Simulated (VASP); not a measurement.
# CrRu (P-6m2) in VASP: further runs, part 2 of 2

VASP 6.6.1.

**4. Single point, LDA, collinear spin, ferromagnetic start (13.74 Å³/atom)**

This run uses another cell than the first one, of 13.74 Å³/atom.

INCAR

```
SYSTEM = CrRu
ALGO = Normal
EDIFF = 1E-7
ENCUT = 520
GGA = CA
ISIF = 2
ISMEAR = -1
ISPIN = 2
LASPH = .True.
LCHARG = .False.
LMAXMIX = 4
LORBIT = 11
LREAL = .False.
LWAVE = .False.
MAGMOM = 3 1.5
NBANDS = 24
NELM = 150
PREC = Accurate
SIGMA = 0.1
```

KPOINTS

```
k-points
0
Gamma
  12 12 7
  0 0 0
```

POSCAR

```
CrRu
1.0
    2.7159912304      0.0000000000      0.0000000000
   -1.3579956152      2.3521174020      0.0000000000
    0.0000000000      0.0000000000      4.3007411596
Cr Ru
1 1
Direct
    0.6666666667      0.3333333333      0.0000000000
    0.3333333333      0.6666666667      0.5000000000
```

Potentials or basis: VASP PAW LDA potentials, release 64 (Cr_pv, Ru_pv).

Run with:

```
$ cat potpaw_LDA.64/Cr_pv/POTCAR potpaw_LDA.64/Ru_pv/POTCAR > POTCAR
$ mpirun -np 1 vasp_std > vasp.out
```

OUTCAR:

```text
SYSTEM = CrRu
   EDIFF = 1E-7
   ENCUT = 520
   GGA = CA
   ISIF = 2
   ISMEAR = -1
   ISPIN = 2
   LASPH = .True.
   LORBIT = 11
   LREAL = .False.
   NELM = 150
   PREC = Accurate

 ion  position               nearest neighbor table
   1  0.667  0.333  0.000-   2 2.66   2 2.66   2 2.66   2 2.66   2 2.66   2 2.66
   2  0.333  0.667  0.500-   1 2.66   1 2.66   1 2.66   1 2.66   1 2.66   1 2.66

  LATTYP: Found a hexagonal cell.
 ALAT       =     2.7159912304
 C/A-ratio  =     1.5834886032

  Lattice vectors:

 A1 = (   2.7159912304,   0.0000000000,   0.0000000000)
 A2 = (  -1.3579956152,   2.3521174020,   0.0000000000)
 A3 = (   0.0000000000,   0.0000000000,   4.3007411596)

Analysis of symmetry for initial positions (statically):
=====================================================================
 Subroutine PRICEL returns:
 Original cell was already a primitive cell.

 Routine SETGRP: Setting up the symmetry group for a
 hexagonal supercell.

 Subroutine GETGRP returns: Found 12 space group operations
 (whereof 12 operations were pure point group operations)
 out of a pool of 24 trial point group operations.

The static configuration has the point symmetry D_3h.

Analysis of symmetry for dynamics (positions and initial velocities):
=====================================================================
 Subroutine PRICEL returns:
 Original cell was already a primitive cell.

 Routine SETGRP: Setting up the symmetry group for a
 hexagonal supercell.

 Subroutine GETGRP returns: Found 12 space group operations
 (whereof 12 operations were pure point group operations)
 out of a pool of 24 trial point group operations.

The dynamic configuration has the point symmetry D_3h.

Analysis of structural, dynamic, and magnetic symmetry:
=====================================================================
 Subroutine PRICEL returns:
 Original cell was already a primitive cell.

 Routine SETGRP: Setting up the symmetry group for a
 hexagonal supercell.

 Subroutine GETGRP returns: Found 12 space group operations
 (whereof 12 operations were pure point group operations)
 out of a pool of 24 trial point group operations.

The overall configuration has the point symmetry D_3h.

 Subroutine INISYM returns: Found 12 space group operations
 (whereof 12 operations are pure point group operations),
 and found     1 'primitive' translations

----------------------------------------------------------------------------------------

                                     Primitive cell

  volume of cell :      27.4746

  direct lattice vectors                    reciprocal lattice vectors
     2.715991230  0.000000000  0.000000000     0.368189701  0.212574423  0.000000000
    -1.357995615  2.352117402  0.000000000     0.000000000  0.425148846  0.000000000
     0.000000000  0.000000000  4.300741160     0.000000000  0.000000000  0.232518062

  length of vectors
     2.715991230  2.715991230  4.300741160     0.425148846  0.425148846  0.232518062

  position of ions in fractional coordinates (direct lattice)
     0.666666667  0.333333333  0.000000000
     0.333333333  0.666666667  0.500000000

  ion indices of the primitive-cell ions
[... 64 lines left out ...]
   NGXF,Y,Z  is equivalent  to a cutoff of  24.48, 24.48, 24.74 a.u.
 SYSTEM =  CrRu
   PREC   = accura    normal or accurate (medium, high low for compatibility)
   ISTART =      0    job   : 0-new  1-cont  2-samecut
   ICHARG =      2    charge: 1-file 2-atom 10-const
   ISPIN  =      2    spin polarized calculation?
   LNONCOLLINEAR =      F non collinear calculations
   LSORBIT =      F    spin-orbit coupling
   LASPH  =      T    aspherical Exc in radial PAW
   ENCUT  =  520.0 eV  38.22 Ry    6.18 a.u.   5.05  5.05  8.00*2*pi/ulx,y,z
   NELM   =    150;   NELMIN=  2; NELMDL= -5     # of ELM steps
   EDIFF  = 0.1E-06   stopping-criterion for ELM
   LREAL  =      F    real-space projection
   EDIFFG = 0.1E-05   stopping-criterion for IOM
   NSW    =      0    number of steps for IOM
   IBRION =     -1    ionic relax: 0-MD 1-quasi-New 2-CG
   NFREE  =      0    steps in history (QN), initial steepest desc. (CG)
   ISIF   =      2    stress and relaxation
   ISYM   =      2    0-nonsym 1-usesym 2-fastsym
   POTIM  = 0.5000    time-step for ionic-motion
   TEBEG  =    0.0;   TEEND  =   0.0 temperature during run
   PSTRESS=    0.0 pullay stress
   NELECT =      26.0000    total number of electrons
   NUPDOWN=      -1.0000    fix difference up-down
   EMIN   =  10.00;   EMAX   =-10.00  energy-range for DOS
   EFERMI =   0.00;   METHOD = LEGACY
   ISMEAR =    -1;   SIGMA  =   0.10  broadening in eV -4-tet -1-fermi 0-gaus
   EFERMI_NEDOS =   21; number of points for ismear=-14 and -15
   IALGO  =     38    algorithm
   IMIX   =      4    mixing-type and parameters
     AMIX     =   0.40;   BMIX     =  1.00
     AMIX_MAG =   1.60;   BMIX_MAG =  1.00
  volume/ion in A,a.u.               =      13.74        92.70
  Fermi-wavevector in a.u.,A,eV,Ry     =   1.607271  3.037301 35.148195  2.583319
  Thomas-Fermi vector in A             =   2.703326
   LORBIT       =     11    0 simple, 1 ext, 2 COOP (PROOUT), +10 PAW based schemes
   GGA     = CA    functional components
   LHFCALC =     F    Hartree Fock is set to
   AEXX    =    0.0000 exact exchange contribution
   IVDW    =     0    specifies the selected vdW correction
   LEPSILON=     F    determine dielectric tensor
   LRPA    =     F    only Hartree local field effects (RPA)
 spin polarized calculation
  energy-cutoff  :      520.00
  volume of cell :       27.47
 maximum number of plane-waves:       759
   NGX = 11   NGY = 11   NGZ = 15

 number of electron      26.0000004 magnetization       0.0001725

 Free energy of the ion-electron system (eV)
  ---------------------------------------------------
  ext. energy  EPLUGINS =         0.00000000
  ---------------------------------------------------
  free energy    TOTEN  =       -20.78268843 eV

  energy without entropy =      -20.69086924  energy(sigma->0) =      -20.73677883

 E-fermi :  10.2272     XC(G=0): -13.6585

 val. band max:       10.2200486582   @ k =   0.0833   0.0000   0.1429
 cond. band min:      10.2319864817   @ k =   0.0833   0.0000   0.0000
 fundamental gap:      0.0119378235
 Fermi energy:        10.2272324621

 spin component 1

 k-point     1 :       0.0000    0.0000    0.0000
  band No.  band energies     occupation
      1     -32.6499      1.00000
      2     -32.0540      1.00000
      3     -32.0540      1.00000
      4     -31.8171      1.00000
      5     -31.8056      1.00000
      6     -31.8056      1.00000
[... 637 lines left out ...]
     23      25.5231      0.00000
     24      26.0614      0.00000

 [... further k-points ...]

 spin component 2

 k-point     1 :       0.0000    0.0000    0.0000
  band No.  band energies     occupation
      1     -32.6498      1.00000
      2     -32.0539      1.00000
      3     -32.0539      1.00000
      4     -31.8170      1.00000
      5     -31.8056      1.00000
      6     -31.8056      1.00000
[... 637 lines left out ...]
     23      25.5232      0.00000
     24      26.0614      0.00000

 [... further k-points ...]

------------------------ aborting loop because EDIFF is reached ----------------------------------------

  FORCE on cell =-STRESS in cart. coord.  units (eV):
  Direction    XX          YY          ZZ          XY          YZ          ZX
  --------------------------------------------------------------------------------------
  -------------------------------------------------------------------------------------
  Total       -4.7992569     -4.7992569     -5.3015901      0.0000000      0.0000000      0.0000000
  in kB     -279.8684354   -279.8684354   -309.1619674      0.0000000      0.0000000      0.0000000
  external PRESSURE =    -289.6329461 kB  Pullay stress =       0.0000000 kB

 VOLUME and BASIS-vectors are now :
 -----------------------------------------------------------------------------
  energy-cutoff  :      520.00
  volume of cell :       27.47
      direct lattice vectors                 reciprocal lattice vectors
     2.715991230  0.000000000  0.000000000     0.368189701  0.212574423  0.000000000
    -1.357995615  2.352117402  0.000000000     0.000000000  0.425148846  0.000000000
     0.000000000  0.000000000  4.300741160     0.000000000  0.000000000  0.232518062

 POSITION                                       TOTAL-FORCE (eV/Angst)
 -----------------------------------------------------------------------------------
      1.35800      0.78404      0.00000         0.000000      0.000000      0.000000
     -0.00000      1.56808      2.15037        -0.000000      0.000000      0.000000
 -----------------------------------------------------------------------------------
    total drift:                                0.000000     -0.000000     -0.000000

  FREE ENERGIE OF THE ION-ELECTRON SYSTEM (eV)
  ---------------------------------------------------
  free  energy   TOTEN  =       -20.7826884260 eV

  energy  without entropy=      -20.6908692406  energy(sigma->0) =      -20.73677883

 total charge

# of ion       s       p       d       tot
------------------------------------------
    1        0.378   6.298   4.115  10.791
    2        0.407   6.278   5.944  12.629
--------------------------------------------------
tot          0.785  12.576  10.059  23.420

 magnetization (x)

# of ion       s       p       d       tot
------------------------------------------
    1        0.000   0.000   0.000   0.000
    2       -0.000   0.000  -0.000  -0.000
--------------------------------------------------
tot          0.000   0.000   0.000   0.000
```

Wall time 57 s (1 thread of Intel Xeon Platinum 8488C (Sapphire Rapids), shared host); peak memory 0.19 GiB.

Results:

```yaml
Free_energy: -20.7827 eV
Pressure: -29.0 GPa
Band_gap_on_the_k_mesh: zero (filled and empty bands overlap)
Net_moment: 0.00 μB per cell
Valence_electrons_inside_the_program's_atomic_spheres: Cr 10.79; Ru 12.63
```

Caveat: the cell stands under tension; an empty level that is flat over the whole mesh can mark a ghost state of the potentials, or a narrow d or f band.

**5. Single point, LDA, collinear spin, ferromagnetic start**

This run uses another cell than the first one, of 13.74 Å³/atom.

INCAR

```
PREC = Accurate ; ENCUT = 520
EDIFF = 1E-6 ; ISMEAR = -1
SIGMA = 0.1 ; LREAL = F
LASPH = T ; NELM = 150
ALGO = Normal ; ISIF = 2
LWAVE = F ; LCHARG = F
ISPIN = 2 ; MAGMOM = 3 1.5
LORBIT = 11 ; LMAXMIX = 4
GGA = CA ; NBANDS = 24
```

KPOINTS

```
regular mesh
0
Gamma
  12 12 7
```

POSCAR is that of step 4.

Run with:

```
$ cat potpaw_LDA.64/Cr_pv/POTCAR potpaw_LDA.64/Ru_pv/POTCAR > POTCAR
$ mpirun -np 1 vasp_std > vasp.out
```

Wall time 55 s (1 thread of Intel Xeon Platinum 8488C (Sapphire Rapids), shared host); peak memory 0.18 GiB.

The run converged. Its results:

| Quantity | Value |
| --- | --- |
| Free energy | -20.7827 eV |
| Pressure | -28.9 GPa |
| Band gap on the k mesh | zero (filled and empty bands overlap) |
| Net moment | 0.00 μB per cell |
| Valence electrons inside the program's atomic spheres | Cr 10.79; Ru 12.63 |

Stress tensor (GPa, compression positive):
```
-27.95   0.00   0.00
  0.00 -27.95   0.00
  0.00   0.00 -30.89
```

Levels at points of the mesh, in eV from the Fermi level:
Spin up:
```
           k point  band 9  band 10  band 11  band 12  band 13  band 14  band 15  band 16  band 17  band 18
(0.00, 0.00, 0.00)   -1.89    -1.89    -0.83    -0.28    -0.28    -0.12    -0.12     1.26     1.71     1.71
(0.50, 0.00, 0.00)   -3.49    -1.60    -1.26    -0.71    -0.20     1.86     2.15     2.19     3.73     5.58
```
Spin down:
```
           k point  band 10  band 11  band 12  band 13  band 14  band 15  band 16  band 17
(0.00, 0.00, 0.00)    -1.89    -0.83    -0.28    -0.28    -0.12    -0.12     1.26     1.72
(0.50, 0.00, 0.00)    -1.60    -1.26    -0.71    -0.20     1.86     2.15     2.19     3.73
```

Caveat: the cell stands under tension; an empty level that is flat over the whole mesh can mark a ghost state of the potentials, or a narrow d or f band.
